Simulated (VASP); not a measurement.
A run of VASP 6.6.1 is set up as follows.

The input INCAR:

```
SYSTEM = Pd
PREC     = Accurate       ! precision mode
ENCUT    = 520            ! plane-wave cutoff, eV
EDIFF    = 1E-6           ! SCF threshold, eV
ISMEAR   = -1             ! smearing method
SIGMA    = 0.05           ! smearing width, eV
LREAL    = .False.        ! projectors in reciprocal space
LASPH    = .True.         ! aspherical terms in the spheres
NELM     = 150            ! most SCF steps
ALGO     = Normal         ! electronic algorithm
ISIF     = 2              ! what is computed and relaxed
LWAVE    = .False.        ! write WAVECAR
LCHARG   = .False.        ! write CHGCAR
ISPIN    = 2              ! spin polarisation
MAGMOM   = 0.5 -0.5       ! initial moments
LORBIT   = 11             ! projections on sites
LMAXMIX  = 4              ! l up to which the mixer works
GGA      = PS             ! functional
NBANDS   = 21             ! bands
```

KPOINTS

```
Automatic mesh
0
Gamma
  12 12 12
  0 0 0
```

Contents of POSCAR:

```
Pd
1.0
    3.0412495522      0.0000000000      0.0000000000
    0.0000000000      3.0412495522      0.0000000000
    0.0000000000      0.0000000000      3.0412495522
Pd
2
Direct
    0.0000000000      0.0000000000      0.0000000000
    0.5000000000      0.5000000000      0.5000000000
```

Potentials or basis: VASP PAW PBE potentials, release 64 (Pd).

Command:

```sh
$ cat potpaw_PBE.64/Pd/POTCAR > POTCAR
$ mpirun -np 1 vasp_std > vasp.out
```

Q: What does it give for the band gap on the k mesh?

A: Zero (filled and empty bands overlap).

Q: Estimate the net moment.

A: 0.00 μB per cell.
